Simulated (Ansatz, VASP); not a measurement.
**Ta2Ru: VASP beside Ansatz**

```xyz
6
Lattice="2.9165 0.0000 0.0000 -1.4583 2.5258 0.0000 0.0000 0.0000 13.7696" Properties=species:S:1:pos:R:3 pbc="T T T"
Ta    0.0000    1.6839    8.1468
Ta    1.4583    0.8419    1.2620
Ta    0.0000    1.6839   12.5076
Ta    1.4583    0.8419    5.6228
Ru    0.0000    1.6839    3.4424
Ru    1.4583    0.8419   10.3272
```

Alike in both runs: functional PBE; k mesh 12 × 12 × 4; occupations gaussian, width 0.1 eV; no spin polarisation.

Ansatz relaxed the structure, and its values are those at the end. VASP's run is a single point on that final structure, the one shown.

|  | VASP | Ansatz |
| --- | --- | --- |
| version | VASP 6.6.1 | Ansatz 0.2.0 |
| potentials or method | VASP PAW PBE potentials, release 64 (Ta_pv, Ru_pv), cutoff 520 eV | scalar-relativistic, plane waves, PAW |
| valence electrons in the cell | 72 | 84 |

|  | VASP | Ansatz | Ansatz less VASP |
| --- | --- | --- | --- |
| gap on the k mesh at the Fermi level (eV) | none | none | - |
| pressure (GPa) | 0.1 | 0.0 | -0.10 |
| rms of the force components (eV/Å) | 0.005 | 0.002 | -0.0031 |

A gap of «none» marks a metal or a gap that the smearing closes. VASP's potentials hold 72 valence electrons a cell and Ansatz's 84, so a difference there can come from the potentials and not from the codes.

Spin-orbit coupling is off throughout.
